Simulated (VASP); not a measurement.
# Se in VASP: single point with PBE

Aim: the single point of Se with PBE.

Program: VASP 6.6.1. These are calculated values, not measurements. Logs are shortened: lines on timing, memory, paths and dates and some standing lists are left out, and cuts for length are marked.

## 1. The cell of the first run

The cell holds a sublattice, 1 atom: a = 4.257 Å, b = 4.257 Å, c = 4.257 Å, α = 60.00°, β = 60.00°, γ = 60.00°.

## 2. Single point, PBE, collinear spin, ferromagnetic start

INCAR reads:

```
SYSTEM = Se
  PREC = Accurate
  ENCUT = 520
  EDIFF = 1E-6
  ISMEAR = 0
  SIGMA = 0.1
  LREAL = .False.
  LASPH = .True.
  NELM = 150
  ALGO = Normal
  ISIF = 2
  LWAVE = .False.
  LCHARG = .False.
  ISPIN = 2
  MAGMOM = 1
  LORBIT = 11
  GGA = PE
  NBANDS = 13
```

KPOINTS reads:

```
regular mesh
0
Gamma
  8 8 8
  0 0 0
```

POSCAR reads:

```
Se
1.0
    0.0000000000      3.0100000000      3.0100000000
    3.0100000000      0.0000000000      3.0100000000
    3.0100000000      3.0100000000      0.0000000000
Se
1
Direct
    0.5000000000      0.5000000000      0.5000000000
```

Potentials or basis: VASP PAW PBE potentials, release 64 (Se).

The run is started by

```sh
$ cat potpaw_PBE.64/Se/POTCAR > POTCAR
$ mpirun -np 1 vasp_std > vasp.out
```

OUTCAR:

```text
SYSTEM = Se
   PREC = Accurate
   ENCUT = 520
   EDIFF = 1E-6
   ISMEAR = 0
   LREAL = .False.
   LASPH = .True.
   NELM = 150
   ISIF = 2
   ISPIN = 2
   LORBIT = 11
   GGA = PE

 ion  position               nearest neighbor table
   1  0.500  0.500  0.500-

  LATTYP: Found a face centered cubic cell.
 ALAT       =     6.0200000000

  Lattice vectors:

 A1 = (   0.0000000000,   3.0100000000,   3.0100000000)
 A2 = (   3.0100000000,   0.0000000000,   3.0100000000)
 A3 = (   3.0100000000,   3.0100000000,   0.0000000000)

Analysis of symmetry for initial positions (statically):
=====================================================================
 Subroutine PRICEL returns:
 Original cell was already a primitive cell.

 Routine SETGRP: Setting up the symmetry group for a
 face centered cubic supercell.

 Subroutine GETGRP returns: Found 48 space group operations
 (whereof 48 operations were pure point group operations)
 out of a pool of 48 trial point group operations.

The static configuration has the point symmetry O_h .

Analysis of symmetry for dynamics (positions and initial velocities):
=====================================================================
 Subroutine PRICEL returns:
 Original cell was already a primitive cell.

 Routine SETGRP: Setting up the symmetry group for a
 face centered cubic supercell.

 Subroutine GETGRP returns: Found 48 space group operations
 (whereof 48 operations were pure point group operations)
 out of a pool of 48 trial point group operations.

The dynamic configuration has the point symmetry O_h .

Analysis of structural, dynamic, and magnetic symmetry:
=====================================================================
 Subroutine PRICEL returns:
 Original cell was already a primitive cell.

 Routine SETGRP: Setting up the symmetry group for a
 face centered cubic supercell.

 Subroutine GETGRP returns: Found 48 space group operations
 (whereof 48 operations were pure point group operations)
 out of a pool of 48 trial point group operations.

The overall configuration has the point symmetry O_h .

 Subroutine INISYM returns: Found 48 space group operations
 (whereof 48 operations are pure point group operations),
 and found     1 'primitive' translations

----------------------------------------------------------------------------------------

                                     Primitive cell

  volume of cell :      54.5418

  direct lattice vectors                    reciprocal lattice vectors
     0.000000000  3.010000000  3.010000000    -0.166112957  0.166112957  0.166112957
     3.010000000  0.000000000  3.010000000     0.166112957 -0.166112957  0.166112957
     3.010000000  3.010000000  0.000000000     0.166112957  0.166112957 -0.166112957

  length of vectors
     4.256782823  4.256782823  4.256782823     0.287716081  0.287716081  0.287716081

  position of ions in fractional coordinates (direct lattice)
     0.500000000  0.500000000  0.500000000

  ion indices of the primitive-cell ions
   primitive index   ion index
                 1           1

----------------------------------------------------------------------------------------

 KPOINTS: regular mesh

Automatic generation of k-mesh.
 Grid dimensions read from file:
 generate k-points for:    8    8    8

 Generating k-lattice:

  Cartesian coordinates                     Fractional coordinates (reciprocal lattice)
    -0.020764120  0.020764120  0.020764120     0.125000000  0.000000000  0.000000000
     0.020764120 -0.020764120  0.020764120     0.000000000  0.125000000  0.000000000
     0.020764120  0.020764120 -0.020764120     0.000000000  0.000000000  0.125000000

  Length of vectors
     0.035964510  0.035964510  0.035964510

  Shift w.r.t. Gamma in fractional coordinates (k-lattice)
     0.000000000  0.000000000  0.000000000

 Subroutine IBZKPT returns following result:
 ===========================================

 Found     29 irreducible k-points:

 Following reciprocal coordinates:
            Coordinates               Weight
  0.000000  0.000000  0.000000      1.000000
  0.125000  0.000000  0.000000      8.000000
  0.250000  0.000000  0.000000      8.000000
  0.375000  0.000000  0.000000      8.000000
  0.500000  0.000000  0.000000      4.000000
  0.125000  0.125000  0.000000      6.000000
[... 16 lines left out ...]
  0.500000  0.250000  0.125000     48.000000
 -0.375000  0.250000  0.125000     24.000000
 [... further k-points ...]
   k-points           NKPTS =     29   k-points in BZ     NKDIM =     29   number of bands    NBANDS=     13
   number of dos      NEDOS =    301   number of ions     NIONS =      1
   total plane-waves  NPLWV =  32768
   dimension x,y,z NGX =    32 NGY =   32 NGZ =   32
   dimension x,y,z NGXF=    64 NGYF=   64 NGZF=   64
   ions per type =               1
   NGX,Y,Z   is equivalent  to a cutoff of  12.50, 12.50, 12.50 a.u.
   NGXF,Y,Z  is equivalent  to a cutoff of  24.99, 24.99, 24.99 a.u.
 SYSTEM =  Se
   PREC   = accura    normal or accurate (medium, high low for compatibility)
   ISTART =      0    job   : 0-new  1-cont  2-samecut
   ICHARG =      2    charge: 1-file 2-atom 10-const
   ISPIN  =      2    spin polarized calculation?
   LNONCOLLINEAR =      F non collinear calculations
   LSORBIT =      F    spin-orbit coupling
   LASPH  =      T    aspherical Exc in radial PAW
   ENCUT  =  520.0 eV  38.22 Ry    6.18 a.u.   7.91  7.91  7.91*2*pi/ulx,y,z
   NELM   =    150;   NELMIN=  2; NELMDL= -5     # of ELM steps
   EDIFF  = 0.1E-05   stopping-criterion for ELM
   LREAL  =      F    real-space projection
   EDIFFG = 0.1E-04   stopping-criterion for IOM
   NSW    =      0    number of steps for IOM
   IBRION =     -1    ionic relax: 0-MD 1-quasi-New 2-CG
   NFREE  =      0    steps in history (QN), initial steepest desc. (CG)
   ISIF   =      2    stress and relaxation
   ISYM   =      2    0-nonsym 1-usesym 2-fastsym
   POTIM  = 0.5000    time-step for ionic-motion
   TEBEG  =    0.0;   TEEND  =   0.0 temperature during run
   PSTRESS=    0.0 pullay stress
   NELECT =       6.0000    total number of electrons
   NUPDOWN=      -1.0000    fix difference up-down
   EMIN   =  10.00;   EMAX   =-10.00  energy-range for DOS
   EFERMI =   0.00;   METHOD = LEGACY
   ISMEAR =     0;   SIGMA  =   0.10  broadening in eV -4-tet -1-fermi 0-gaus
   EFERMI_NEDOS =   21; number of points for ismear=-14 and -15
   IALGO  =     38    algorithm
   IMIX   =      4    mixing-type and parameters
     AMIX     =   0.40;   BMIX     =  1.00
     AMIX_MAG =   1.60;   BMIX_MAG =  1.00
  volume/ion in A,a.u.               =      54.54       368.07
  Fermi-wavevector in a.u.,A,eV,Ry     =   0.784420  1.482339  8.371869  0.615315
  Thomas-Fermi vector in A             =   1.888549
   LORBIT       =     11    0 simple, 1 ext, 2 COOP (PROOUT), +10 PAW based schemes
   GGA     = PE    functional components
   LHFCALC =     F    Hartree Fock is set to
   AEXX    =    0.0000 exact exchange contribution
   IVDW    =     0    specifies the selected vdW correction
   LEPSILON=     F    determine dielectric tensor
   LRPA    =     F    only Hartree local field effects (RPA)
 spin polarized calculation
 Gauss-broadening in eV      SIGMA  =   0.10
  energy-cutoff  :      520.00
  volume of cell :       54.54
 maximum number of plane-waves:      1480
   NGX = 15   NGY = 15   NGZ = 15

 number of electron       6.0000001 magnetization       1.9998477

 Free energy of the ion-electron system (eV)
  ---------------------------------------------------
  ext. energy  EPLUGINS =         0.00000000
  ---------------------------------------------------
  free energy    TOTEN  =        -1.44266624 eV

  energy without entropy =       -1.43781514  energy(sigma->0) =       -1.44024069

 E-fermi :  -2.0938     XC(G=0):  -6.3309

 val. band max:       -2.1420326229   @ k =   0.2500   0.0000   0.0000
 cond. band min:      -2.0832666526   @ k =   0.2500   0.2500   0.0000
 fundamental gap:      0.0587659703
 Fermi energy:        -2.0937737154

 spin component 1

 k-point     1 :       0.0000    0.0000    0.0000
  band No.  band energies     occupation
      1     -14.4954      1.00000
      2      -2.5622      1.00000
      3      -2.5622      1.00000
      4      -2.5622      1.00000
      5       2.6196      0.00000
      6       7.7708      0.00000
      7       7.7708      0.00000
      8       7.7708      0.00000
      9      10.1292      0.00000
     10      10.1292      0.00000
     11      10.7554      0.00000
     12      13.1682      0.00000
     13      13.1682      0.00000
[... 353 lines left out ...]
 k-point    24 :      -0.3750    0.2500    0.1250
  band No.  band energies     occupation
      1     -14.1702      1.00000
      2      -4.2010      1.00000
      3      -3.3293      1.00000
      4      -2.9492      1.00000
      5       5.4334      0.00000
      6       5.8417      0.00000
      7       7.4325      0.00000
      8       8.2790      0.00000
      9      10.8000      0.00000
     10      11.9594      0.00000
     11      12.8760      0.00000
     12      13.4096      0.00000
     13      15.7051      0.00000

 [... further k-points ...]

 spin component 2

 k-point     1 :       0.0000    0.0000    0.0000
  band No.  band energies     occupation
      1     -12.8864      1.00000
      2      -0.8602      0.00000
      3      -0.8602      0.00000
      4      -0.8602      0.00000
      5       3.1603      0.00000
      6       8.7530      0.00000
      7       8.7530      0.00000
      8       8.7530      0.00000
      9      11.1253      0.00000
     10      11.3624      0.00000
     11      11.3624      0.00000
     12      13.7701      0.00000
     13      13.7701      0.00000
[... 353 lines left out ...]
 k-point    24 :      -0.3750    0.2500    0.1250
  band No.  band energies     occupation
      1     -12.5215      1.00000
      2      -2.7724      1.00000
      3      -1.7652      0.00000
      4      -1.3078      0.00000
      5       6.1702      0.00000
      6       6.6154      0.00000
      7       8.2787      0.00000
      8       9.2370      0.00000
      9      11.7391      0.00000
     10      12.8401      0.00000
     11      14.0990      0.00000
     12      14.1709      0.00000
     13      16.7268      0.00000

 [... further k-points ...]
[... 5 lines left out ...]
  --------------------------------------------------------------------------------------
  -------------------------------------------------------------------------------------
  Total       -0.8782742     -0.8782742     -0.8782742      0.0000000      0.0000000     -0.0000000
  in kB      -25.7994967    -25.7994967    -25.7994967      0.0000000      0.0000000     -0.0000000
  external PRESSURE =     -25.7994967 kB  Pullay stress =       0.0000000 kB

 VOLUME and BASIS-vectors are now :
 -----------------------------------------------------------------------------
  energy-cutoff  :      520.00
  volume of cell :       54.54
      direct lattice vectors                 reciprocal lattice vectors
     0.000000000  3.010000000  3.010000000    -0.166112957  0.166112957  0.166112957
     3.010000000  0.000000000  3.010000000     0.166112957 -0.166112957  0.166112957
     3.010000000  3.010000000  0.000000000     0.166112957  0.166112957 -0.166112957

 POSITION                                       TOTAL-FORCE (eV/Angst)
 -----------------------------------------------------------------------------------
      3.01000      3.01000      3.01000         0.000000      0.000000     -0.000000
 -----------------------------------------------------------------------------------
    total drift:                               -0.000000     -0.000000      0.000000

  FREE ENERGIE OF THE ION-ELECTRON SYSTEM (eV)
  ---------------------------------------------------
  free  energy   TOTEN  =        -1.4426662434 eV

  energy  without entropy=       -1.4378151437  energy(sigma->0) =       -1.44024069

 total charge

# of ion       s       p       d       tot
------------------------------------------
    1        1.513   2.051   0.001   3.565

 magnetization (x)

# of ion       s       p       d       tot
------------------------------------------
    1        0.025   1.179   0.001   1.205
```

It took 72 s on 1 thread of AMD EPYC 7R13, shared host; peak memory 0.18 GiB.

Results:

```yaml
Free_energy: -1.4427 eV
Pressure: -2.6 GPa
Band_gap_on_the_k_mesh: zero (filled and empty bands overlap)
Net_moment: 2.00 μB per cell
Site_moments: Se +1.21 μB
Valence_electrons_inside_the_program's_atomic_spheres: Se 3.56
```

Levels at points of the mesh, in eV from the Fermi level:
Spin up:
| k point | band 1 | band 2 | band 3 | band 4 | band 5 | band 6 | band 7 | band 8 |
| --- | --- | --- | --- | --- | --- | --- | --- | --- |
| (0.00, 0.00, 0.00) | -12.40 | -0.47 | -0.47 | -0.47 | 4.71 | 9.86 | 9.86 | 9.86 |
| (0.50, 0.00, 0.00) | -12.12 | -2.35 | -0.68 | -0.68 | 6.46 | 9.50 | 9.50 | 9.69 |
| (0.50, 0.50, 0.00) | -12.03 | -2.17 | -1.11 | -1.11 | 6.09 | 7.12 | 11.14 | 13.91 |
Spin down:
| k point | band 1 | band 2 | band 3 | band 4 | band 5 |
| --- | --- | --- | --- | --- | --- |
| (0.00, 0.00, 0.00) | -10.79 | 1.23 | 1.23 | 1.23 | 5.25 |
| (0.50, 0.00, 0.00) | -10.48 | -0.95 | 0.99 | 0.99 | 7.10 |
| (0.50, 0.50, 0.00) | -10.38 | -0.74 | 0.50 | 0.50 | 6.76 |
